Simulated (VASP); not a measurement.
Write the native input for VASP 6.6.1 that does the following.

```
Task                   : single point
Functional             : PBEsol
Potentials or basis    : VASP PAW PBE potentials, release 64 (Au)
Cutoff                 : 520 eV
k mesh                 : 7 × 7 × 7
Occupations            : gaussian, width 0.05 eV
Spin                   : no spin polarisation
Dipole correction      : no
Further INCAR settings : ALGO = Normal; EDIFF = 1e-06; NBANDS = 12
```

The structure of Au lies in POSCAR:

```
Au
1.0
    0.0000000000      2.0406015254      2.0406015254
    2.0406015254      0.0000000000      2.0406015254
    2.0406015254      2.0406015254      0.0000000000
Au
1
Direct
    0.0000000000      0.0000000000      0.0000000000
```

One way to write it, as run:

INCAR

```
  PREC = Accurate
  ENCUT = 520
  EDIFF = 1E-6
  ISMEAR = 0
  SIGMA = 0.05
  LREAL = False
  LASPH = True
  NELM = 100
  ALGO = Normal
  ISIF = 2
  LWAVE = False
  LCHARG = False
  GGA = PS
  NBANDS = 12
```

KPOINTS

```
Automatic mesh
0
Gamma
  7 7 7
```

Potentials or basis: VASP PAW PBE potentials, release 64 (Au).

Run with:

```console
$ cat potpaw_PBE.64/Au/POTCAR > POTCAR
$ mpirun -np 1 vasp_std > vasp.out
```

Results of the run:

```json
{
 "Pressure": "-0.3 GPa"
}
```

Caveat: the k points lie up to 0.38 Å⁻¹ apart; the PAW data sets were made with another functional, which shifts forces and pressure a little.

Wall time 3.9 s on 1 thread of Intel(R) Xeon(R) Platinum 8259CL CPU @ 2.50GHz (Skylake/Cascade Lake), on a shared host, peak memory 0.14 GiB.
